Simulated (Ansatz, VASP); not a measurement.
**MgO in VASP and in Ansatz**

```
Mg O
1.0
     0.00000    2.08059    2.08059
     2.08059    0.00000    2.08059
     2.08059    2.08059    0.00000
Mg O
1 1
Direct
  0.00000 0.00000 0.00000
  0.50000 0.50000 0.50000
```

Alike in both runs: functional LDA; k mesh 8 × 8 × 8; occupations gaussian, width 0.1 eV; no spin polarisation.

Ansatz relaxed the structure, and its values are those at the end. VASP's run is a single point on that final structure, the one shown.

```csv
,VASP,Ansatz
version,VASP 6.6.1,Ansatz 0.2.0
potentials or method,"VASP PAW LDA potentials, release 64 (Mg_sv, O), cutoff 750 eV","scalar-relativistic, plane waves, PAW"
valence electrons in the cell,16,16
```

Ansatz gave:

| Item | Value |
| --- | --- |
| gap on the k mesh at the Fermi level (eV) | 5.03 |
| least direct gap on the mesh (eV) | 5.03 |
| pressure (GPa) | 0.0 |

Q: Estimate VASP's values.

A: gap on the k mesh at the Fermi level (eV): 5.03; least direct gap on the mesh (eV): 5.03; pressure (GPa): -0.2.

Ansatz warns that its potentials were made for another functional, while VASP's fit it. LDA's correlation is that of Perdew and Zunger in VASP and of Perdew and Wang (1992) in Ansatz.
